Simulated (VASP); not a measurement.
# Ba2S (CdCl2 type) (R-3m) in VASP: notebook

The runs below take Ba2S (CdCl2 type) through single point, with PBEsol.

Everything below comes from runs of VASP 6.6.1. Logs are shortened: lines on timing, memory, paths and dates and some standing lists are left out, and cuts for length are marked.

## 1. The cell of the first run

It takes space group R-3m (No. 166, trigonal). The conventional cell has a = 3.868 Å, b = 3.868 Å, c = 17.676 Å, α = 90.00°, β = 90.00°, γ = 120.00°. S (site symmetry -3m) has 6 Ba at 2.86 Å within 3.8 Å. Ba (site symmetry 3m) has 3 S at 2.86 Å and 3 Ba at 3.22 Å within 3.8 Å.

## 2. Single point, PBEsol

File INCAR:

```
SYSTEM = Ba2S
PREC     = Accurate       ! precision mode
ENCUT    = 520            ! plane-wave cutoff, eV
EDIFF    = 1E-6           ! SCF threshold, eV
ISMEAR   = -1             ! smearing method
SIGMA    = 0.15           ! smearing width, eV
LREAL    = .FALSE.        ! projectors in reciprocal space
LASPH    = .TRUE.         ! aspherical terms in the spheres
NELM     = 80             ! most SCF steps
ALGO     = Normal         ! electronic algorithm
ISIF     = 2              ! what is computed and relaxed
LWAVE    = .FALSE.        ! write WAVECAR
LCHARG   = .TRUE.         ! write CHGCAR
GGA      = PS             ! functional
LELF     = .TRUE.         ! ELF
LVHAR    = .TRUE.       
NBANDS   = 20             ! bands
```

File KPOINTS:

```
Automatic mesh
0
Gamma
  9 9 9
  0.5 0.5 0.5
```

File POSCAR:

```
Ba2S
1.0
    1.9338762330     -1.1165239637      5.8919253526
    0.0000000000      2.2330479274      5.8919253526
   -1.9338762330     -1.1165239637      5.8919253526
S Ba
1 2
Direct
    0.0000000000      0.0000000000      0.0000000000
    0.2322893371      0.2322893371      0.2322893371
    0.7677106629      0.7677106629      0.7677106629
```

Potentials or basis: VASP PAW PBE potentials, release 64 (S, Ba_sv).

The run is started by

```sh
cat potpaw_PBE.64/S/POTCAR potpaw_PBE.64/Ba_sv/POTCAR > POTCAR
mpirun -np 1 vasp_std > vasp.out
```

OUTCAR:

```text
SYSTEM = Ba2S
   PREC = Accurate
   ENCUT = 520
   EDIFF = 1E-6
   ISMEAR = -1
   LREAL = .FALSE.
   LASPH = .TRUE.
   NELM = 80
   ISIF = 2
   GGA = PS

 ion  position               nearest neighbor table
   1  0.000  0.000  0.000-   3 2.86   2 2.86   3 2.86   2 2.86   3 2.86   2 2.86
   2  0.232  0.232  0.232-   1 2.86   1 2.86   1 2.86   3 3.22   3 3.22   3 3.22   3 4.21   3 4.21
                             3 4.21
   3  0.768  0.768  0.768-   1 2.86   1 2.86   1 2.86   2 3.22   2 3.22   2 3.22   2 4.21   2 4.21
                             2 4.21

  LATTYP: Found a trigonal (rhomboedric) cell.
 ALAT       =     6.3008957622
 COS(alpha) =     0.8115991934

  Lattice vectors:

 A1 = (   1.9338762330,  -1.1165239637,   5.8919253526)
 A2 = (   0.0000000000,   2.2330479274,   5.8919253526)
 A3 = (  -1.9338762330,  -1.1165239637,   5.8919253526)

Analysis of symmetry for initial positions (statically):
=====================================================================
 Subroutine PRICEL returns:
 Original cell was already a primitive cell.

 Routine SETGRP: Setting up the symmetry group for a
 trigonal (rhombohedral) supercell.

 Subroutine GETGRP returns: Found 12 space group operations
 (whereof 12 operations were pure point group operations)
 out of a pool of 12 trial point group operations.

The static configuration has the point symmetry D_3d.

Analysis of symmetry for dynamics (positions and initial velocities):
=====================================================================
 Subroutine PRICEL returns:
 Original cell was already a primitive cell.

 Routine SETGRP: Setting up the symmetry group for a
 trigonal (rhombohedral) supercell.

 Subroutine GETGRP returns: Found 12 space group operations
 (whereof 12 operations were pure point group operations)
 out of a pool of 12 trial point group operations.

The dynamic configuration has the point symmetry D_3d.

 Subroutine INISYM returns: Found 12 space group operations
 (whereof 12 operations are pure point group operations),
 and found     1 'primitive' translations

----------------------------------------------------------------------------------------

                                     Primitive cell

  volume of cell :      76.3317

[... 73 lines left out ...]
   number of dos      NEDOS =    301   number of ions     NIONS =      3
   total plane-waves  NPLWV = 110592
   dimension x,y,z NGX =    48 NGY =   48 NGZ =   48
   dimension x,y,z NGXF=    96 NGYF=   96 NGZF=   96
   ions per type =               1   2
   NGX,Y,Z   is equivalent  to a cutoff of  12.66, 12.66, 12.66 a.u.
   NGXF,Y,Z  is equivalent  to a cutoff of  25.33, 25.33, 25.33 a.u.
 SYSTEM =  Ba2S
   PREC   = accura    normal or accurate (medium, high low for compatibility)
   ISTART =      0    job   : 0-new  1-cont  2-samecut
   ICHARG =      2    charge: 1-file 2-atom 10-const
   ISPIN  =      1    spin polarized calculation?
   LNONCOLLINEAR =      F non collinear calculations
   LSORBIT =      F    spin-orbit coupling
   LASPH  =      T    aspherical Exc in radial PAW
   ENCUT  =  520.0 eV  38.22 Ry    6.18 a.u.  11.72 11.72 11.72*2*pi/ulx,y,z
   NELM   =     80;   NELMIN=  2; NELMDL= -5     # of ELM steps
   EDIFF  = 0.1E-05   stopping-criterion for ELM
   LREAL  =      F    real-space projection
[... 7 lines left out ...]
   TEBEG  =    0.0;   TEEND  =   0.0 temperature during run
   PSTRESS=    0.0 pullay stress
   NELECT =      26.0000    total number of electrons
   NUPDOWN=      -1.0000    fix difference up-down
   EMIN   =  10.00;   EMAX   =-10.00  energy-range for DOS
   EFERMI =   0.00;   METHOD = LEGACY
   ISMEAR =    -1;   SIGMA  =   0.15  broadening in eV -4-tet -1-fermi 0-gaus
   EFERMI_NEDOS =   21; number of points for ismear=-14 and -15
   IALGO  =     38    algorithm
   IMIX   =      4    mixing-type and parameters
     AMIX     =   0.40;   BMIX     =  1.00
     AMIX_MAG =   1.60;   BMIX_MAG =  1.00
  volume/ion in A,a.u.               =      25.44       171.70
  Fermi-wavevector in a.u.,A,eV,Ry     =   1.143311  2.160544 17.784978  1.307159
  Thomas-Fermi vector in A             =   2.280006
   LORBIT       =      0    0 simple, 1 ext, 2 COOP (PROOUT), +10 PAW based schemes
   GGA     = PS    functional components
   LHFCALC =     F    Hartree Fock is set to
   AEXX    =    0.0000 exact exchange contribution
   IVDW    =     0    specifies the selected vdW correction
   LEPSILON=     F    determine dielectric tensor
   LRPA    =     F    only Hartree local field effects (RPA)
 non-spin polarized calculation
  energy-cutoff  :      520.00
  volume of cell :       76.33
 maximum number of plane-waves:      2075
   NGX = 23   NGY = 23   NGZ = 23

 number of electron      26.0000001 magnetization

 Free energy of the ion-electron system (eV)
  ---------------------------------------------------
  ext. energy  EPLUGINS =         0.00000000
  ---------------------------------------------------
  free energy    TOTEN  =       -10.63052512 eV

  energy without entropy =      -10.49372325  energy(sigma->0) =      -10.56212419

 E-fermi :   5.7528     XC(G=0): -10.3873

 val. band max:        5.6995616566   @ k =   0.3889   0.2778   0.2778
 cond. band min:       5.7656986810   @ k =  -0.2778   0.3889   0.0556
 fundamental gap:      0.0661370245
 Fermi energy:         5.7528322226

 k-point     1 :       0.0556    0.0556    0.0556
  band No.  band energies     occupation
      1     -23.0352      2.00000
      2     -22.1867      2.00000
      3     -10.3140      2.00000
      4      -7.6760      2.00000
      5      -7.6760      2.00000
      6      -7.0348      2.00000
[... 541 lines left out ...]
     19      10.0475      0.00000
     20      10.5193      0.00000

 [... further k-points ...]
[... 5 lines left out ...]
  --------------------------------------------------------------------------------------
  -------------------------------------------------------------------------------------
  Total        8.0014724      8.0014724      7.9934151     -0.0000000      0.0000000      0.0000000
  in kB      167.9481730    167.9481730    167.7790518     -0.0000000      0.0000000      0.0000000
  external PRESSURE =     167.8917992 kB  Pullay stress =       0.0000000 kB

 VOLUME and BASIS-vectors are now :
 -----------------------------------------------------------------------------
  energy-cutoff  :      520.00
  volume of cell :       76.33
      direct lattice vectors                 reciprocal lattice vectors
     1.933876233 -1.116523964  5.891925353     0.258548087 -0.149272807  0.056574602
     0.000000000  2.233047927  5.891925353     0.000000000  0.298545615  0.056574602
    -1.933876233 -1.116523964  5.891925353    -0.258548087 -0.149272807  0.056574602

 POSITION                                       TOTAL-FORCE (eV/Angst)
 -----------------------------------------------------------------------------------
      0.00000      0.00000      0.00000        -0.000000     -0.000000     -0.000000
      0.00000      0.00000      4.10589         0.000000      0.000000      0.263481
      0.00000      0.00000     13.56988         0.000000      0.000000     -0.263481
 -----------------------------------------------------------------------------------
    total drift:                               -0.000000     -0.000000      0.000000

  FREE ENERGIE OF THE ION-ELECTRON SYSTEM (eV)
  ---------------------------------------------------
  free  energy   TOTEN  =       -10.6305251163 eV

  energy  without entropy=      -10.4937232543  energy(sigma->0) =      -10.56212419
```

stdout:

```text
POSCAR found type information on POSCAR S Ba
 POSCAR found :  2 types and       3 ions
 scaLAPACK will be used
 -----------------------------------------------------------------------------
|                                                                             |
|                                                                             |
|     You enforced a specific xc type in the INCAR file but a different       |
|     I HOPE YOU KNOW WHAT YOU ARE DOING!                                     |
|                                                                             |
 -----------------------------------------------------------------------------

 LDA part: xc-table for (Slater+PW92), standard interpolation
 POSCAR, INCAR and KPOINTS ok, starting setup
 FFT: planning ... GRIDC
 FFT: planning ... GRID_SOFT
 FFT: planning ... GRID
 WAVECAR not read
 entering main loop
```

Run time: 4.6 min. Hardware: 1 thread of Intel Xeon Platinum 8488C (Sapphire Rapids), shared host; peak memory 0.38 GiB.

What came out:

* Free energy: -10.6305 eV
* Pressure: 16.8 GPa
* Largest force: 0.263 eV/Å
* Band gap on the k mesh: zero (band 13 reaches 6.02 eV, above the bottom of band 14 at 5.23 eV)

Forces on the atoms (eV/Å):
```
S    0.000  0.000  0.000
Ba   0.000  0.000  0.263
Ba   0.000  0.000 -0.263
```

Caveat: the PAW data sets were made with another functional, which shifts forces and pressure a little; spin-orbit coupling is left out, which moves the levels of the heavy elements.

## 3. Single point, PBEsol

This run uses another cell than the first one, of 42.41 Å³/atom, 1.667 times its volume.

File INCAR:

```
ALGO = Normal
EDIFF = 1E-6
ENCUT = 520
GGA = PS
ISIF = 2
ISMEAR = -1
LASPH = T
LCHARG = F
LREAL = F
LWAVE = F
NBANDS = 20
NELM = 80
PREC = Accurate
SIGMA = 0.05
```

File KPOINTS:

```
k-points
0
Gamma
  9 9 9
```

File POSCAR:

```
Ba2S
1.0
    2.1860923670     -1.2621410166      7.6846894540
    0.0000000000      2.5242820332      7.6846894540
   -2.1860923670     -1.2621410166      7.6846894540
S Ba
1 2
Direct
    0.0000000000      0.0000000000      0.0000000000
    0.2557886250      0.2557886250      0.2557886250
    0.7442113750      0.7442113750      0.7442113750
```

Potentials or basis: VASP PAW PBE potentials, release 64 (S, Ba_sv).

The run is started by

```sh
cat potpaw_PBE.64/S/POTCAR potpaw_PBE.64/Ba_sv/POTCAR > POTCAR
mpirun -np 1 vasp_std > vasp.out
```

OUTCAR:

```text
EDIFF = 1E-6
   ENCUT = 520
   GGA = PS
   ISIF = 2
   ISMEAR = -1
   LASPH = T
   LREAL = F
   NELM = 80
   PREC = Accurate

 ion  position               nearest neighbor table
   1  0.000  0.000  0.000-   3 3.09   3 3.09   2 3.09   2 3.09   2 3.09   3 3.09
   2  0.256  0.256  0.256-   1 3.09   1 3.09   1 3.09   3 4.38   3 4.38   3 4.38
   3  0.744  0.744  0.744-   1 3.09   1 3.09   1 3.09   2 4.38   2 4.38   2 4.38

  LATTYP: Found a trigonal (rhomboedric) cell.
 ALAT       =     8.0886619281
 COS(alpha) =     0.8539123028

  Lattice vectors:

 A1 = (   2.1860923670,  -1.2621410166,   7.6846894540)
 A2 = (   0.0000000000,   2.5242820332,   7.6846894540)
 A3 = (  -2.1860923670,  -1.2621410166,   7.6846894540)

Analysis of symmetry for initial positions (statically):
=====================================================================
 Subroutine PRICEL returns:
 Original cell was already a primitive cell.

 Routine SETGRP: Setting up the symmetry group for a
 trigonal (rhombohedral) supercell.

 Subroutine GETGRP returns: Found 12 space group operations
 (whereof 12 operations were pure point group operations)
 out of a pool of 12 trial point group operations.

The static configuration has the point symmetry D_3d.

Analysis of symmetry for dynamics (positions and initial velocities):
=====================================================================
 Subroutine PRICEL returns:
 Original cell was already a primitive cell.

 Routine SETGRP: Setting up the symmetry group for a
 trigonal (rhombohedral) supercell.

 Subroutine GETGRP returns: Found 12 space group operations
 (whereof 12 operations were pure point group operations)
 out of a pool of 12 trial point group operations.

The dynamic configuration has the point symmetry D_3d.

 Subroutine INISYM returns: Found 12 space group operations
[... 100 lines left out ...]
   LREAL  =      F    real-space projection
[... 7 lines left out ...]
   TEBEG  =    0.0;   TEEND  =   0.0 temperature during run
   PSTRESS=    0.0 pullay stress
   NELECT =      26.0000    total number of electrons
   NUPDOWN=      -1.0000    fix difference up-down
   EMIN   =  10.00;   EMAX   =-10.00  energy-range for DOS
   EFERMI =   0.00;   METHOD = LEGACY
   ISMEAR =    -1;   SIGMA  =   0.05  broadening in eV -4-tet -1-fermi 0-gaus
   EFERMI_NEDOS =   21; number of points for ismear=-14 and -15
   IALGO  =     38    algorithm
   IMIX   =      4    mixing-type and parameters
     AMIX     =   0.40;   BMIX     =  1.00
     AMIX_MAG =   1.60;   BMIX_MAG =  1.00
  volume/ion in A,a.u.               =      42.41       286.17
  Fermi-wavevector in a.u.,A,eV,Ry     =   0.964305  1.822273 12.651854  0.929885
  Thomas-Fermi vector in A             =   2.093925
   LORBIT       =      0    0 simple, 1 ext, 2 COOP (PROOUT), +10 PAW based schemes
   GGA     = PS    functional components
   LHFCALC =     F    Hartree Fock is set to
   AEXX    =    0.0000 exact exchange contribution
   IVDW    =     0    specifies the selected vdW correction
   LEPSILON=     F    determine dielectric tensor
   LRPA    =     F    only Hartree local field effects (RPA)
 non-spin polarized calculation
  energy-cutoff  :      520.00
  volume of cell :      127.22
 maximum number of plane-waves:      3442
   NGX = 31   NGY = 31   NGZ = 31

 number of electron      25.9999999 magnetization

 Free energy of the ion-electron system (eV)
  ---------------------------------------------------
  ext. energy  EPLUGINS =         0.00000000
  ---------------------------------------------------
  free energy    TOTEN  =       -12.62012606 eV

  energy without entropy =      -12.59490410  energy(sigma->0) =      -12.60751508

 E-fermi :   2.8307     XC(G=0):  -8.1681

 val. band max:        2.7985741444   @ k =   0.3333   0.3333   0.0000
 cond. band min:       2.8328394550   @ k =   0.4444   0.1111   0.1111
 fundamental gap:      0.0342653106
 Fermi energy:         2.8306756144

 k-point     1 :       0.0000    0.0000    0.0000
  band No.  band energies     occupation
      1     -25.8510      2.00000
      2     -25.8081      2.00000
      3     -11.9594      2.00000
      4     -10.8774      2.00000
      5     -10.8774      2.00000
      6     -10.8576      2.00000
[... 541 lines left out ...]
     19       6.4785      0.00000
     20       6.7113      0.00000

 [... further k-points ...]
[... 5 lines left out ...]
  --------------------------------------------------------------------------------------
  -------------------------------------------------------------------------------------
  Total        0.3639076      0.3639076      0.3580677      0.0000000      0.0000000      0.0000000
  in kB        4.5829781      4.5829781      4.5094311      0.0000000      0.0000000      0.0000000
  external PRESSURE =       4.5584624 kB  Pullay stress =       0.0000000 kB

 VOLUME and BASIS-vectors are now :
 -----------------------------------------------------------------------------
  energy-cutoff  :      520.00
  volume of cell :      127.22
      direct lattice vectors                 reciprocal lattice vectors
     2.186092367 -1.262141017  7.684689454     0.228718607 -0.132050749  0.043376292
     0.000000000  2.524282033  7.684689454     0.000000000  0.264101498  0.043376292
    -2.186092367 -1.262141017  7.684689454    -0.228718607 -0.132050749  0.043376292

 POSITION                                       TOTAL-FORCE (eV/Angst)
 -----------------------------------------------------------------------------------
      0.00000      0.00000      0.00000         0.000000      0.000000      0.000000
      0.00000      0.00000      5.89697         0.000000      0.000000     -0.094722
      0.00000      0.00000     17.15710         0.000000      0.000000      0.094722
 -----------------------------------------------------------------------------------
    total drift:                               -0.000000     -0.000000      0.000000

  FREE ENERGIE OF THE ION-ELECTRON SYSTEM (eV)
  ---------------------------------------------------
  free  energy   TOTEN  =       -12.6201260593 eV

  energy  without entropy=      -12.5949041048  energy(sigma->0) =      -12.60751508
```

stdout:

```text
POSCAR found type information on POSCAR S Ba
 POSCAR found :  2 types and       3 ions
 scaLAPACK will be used
 -----------------------------------------------------------------------------
|                                                                             |
|                                                                             |
|     You enforced a specific xc type in the INCAR file but a different       |
|     I HOPE YOU KNOW WHAT YOU ARE DOING!                                     |
|                                                                             |
 -----------------------------------------------------------------------------

 LDA part: xc-table for (Slater+PW92), standard interpolation
 POSCAR, INCAR and KPOINTS ok, starting setup
 FFT: planning ... GRIDC
 FFT: planning ... GRID_SOFT
 FFT: planning ... GRID
 WAVECAR not read
 entering main loop
```

It took 16 min on 1 thread of Intel Xeon Platinum 8488C (Sapphire Rapids), shared host; peak memory 0.57 GiB.

Results:

| Item | Value |
| --- | --- |
| Free energy | -12.6201 eV |
| Pressure | 0.5 GPa |
| Largest force | 0.095 eV/Å |
| Band gap on the k mesh | zero (band 13 reaches 3.08 eV, above the bottom of band 14 at 2.56 eV) |

Forces on the atoms (eV/Å):
```
S    0.000  0.000  0.000
Ba   0.000  0.000 -0.095
Ba   0.000  0.000  0.095
```

Levels at points of the mesh, in eV from the Fermi level:
```csv
k point,band 9,band 10,band 11,band 12,band 13,band 14,band 15,band 16,band 17,band 18
"(0.00, 0.00, 0.00)",-12.17,-4.20,-3.42,-3.42,-1.66,1.05,1.29,1.49,1.49,2.64
```

Caveat: the PAW data sets were made with another functional, which shifts forces and pressure a little; spin-orbit coupling is left out, which moves the levels of the heavy elements.
